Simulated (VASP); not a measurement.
Crystal: WO.

```
W O
1.0
     0.00000    2.38027    2.38027
     2.38027    0.00000    2.38027
     2.38027    2.38027    0.00000
W O
1 1
Direct
  0.00000 0.00000 0.00000
  0.25000 0.25000 0.25000
```

Base run:

| Quantity | Value |
| --- | --- |
| Program | VASP 6.6.1 |
| Functional | PBE |
| Potentials or basis | VASP PAW PBE potentials, release 64 (W_sv, O) |
| Cutoff | 520 eV |
| k mesh | 10 × 10 × 10 |
| Occupations | gaussian, width 0.02 eV |
| Spin | no spin polarisation |
| Hubbard terms | W d U = 6.2 eV |

Its results: band gap on the k mesh zero (band 10 reaches 9.51 eV, above the bottom of band 11 at 8.48 eV); pressure 0.6 GPa.

Problem. The run is repeated on the same cell with these changes: spin from no spin polarisation to collinear spin, ferromagnetic start; further incar settings from ALGO = Normal; EDIFF = 1e-07; NBANDS = 17 to ALGO = Normal; EDIFF = 1e-06; NBANDS = 21. What comes out?

Solution. Band gap on the k mesh 0.54 eV, indirect (least direct gap 1.08 eV); pressure 15.4 GPa; net moment 2.00 μB per cell; site moments W +1.71; O +0.04 μB.

Caveats: spin-orbit coupling is left out, which moves the levels of the heavy elements; U without spin polarisation on a metal has little footing (some runs).

A k mesh can miss the band edges.
